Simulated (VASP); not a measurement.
Ni:

```xyz
1
Lattice="-1.3837 1.3837 1.3837 1.3837 -1.3837 1.3837 1.3837 1.3837 -1.3837" Properties=species:S:1:pos:R:3 pbc="T T T"
Ni    0.0000    0.0000    0.0000
```

- Program: VASP 6.6.1
- Task: relaxation of cell and atoms
- Functional: PBE
- Potentials or basis: VASP PAW PBE potentials, release 64 (Ni)
- Cutoff: 600 eV
- k mesh: 13 × 13 × 13
- Occupations: fermi-dirac, width 0.05 eV
- Spin: collinear spin, ferromagnetic start
- Starting moments: [1.0] μB

At the start: pressure 7.5 GPa; volume 10.60 Å³/atom.

Task: Where does the relaxation end?

Result: Over 3 steps the energy falls by 9.0 meV/atom and the volume is 10.99 Å³/atom (+3.7 %); space group Im-3m (No. 229, to 0.05 Å); moment 0.59 μB per cell.

Step by step:
| step | energy change (eV) | largest force (eV/Å) | pressure (GPa) | volume (Å³) |
| --- | --- | --- | --- | --- |
| 1 | 0.0000 | 0.0000 | 7.53 | 10.60 |
| 2 | -0.0015 | 0.0000 | -5.89 | 11.38 |
| 3 | -0.0090 | 0.0000 | -0.01 | 10.99 |

Final structure:
```yaml
crystal:
  lattice:
    - [-1.40077, 1.40077, 1.40077]
    - [1.40077, -1.40077, 1.40077]
    - [1.40077, 1.40077, -1.40077]
  atoms:
    - { symbol: Ni, position: [0.00000, 0.00000, 0.00000] }
```
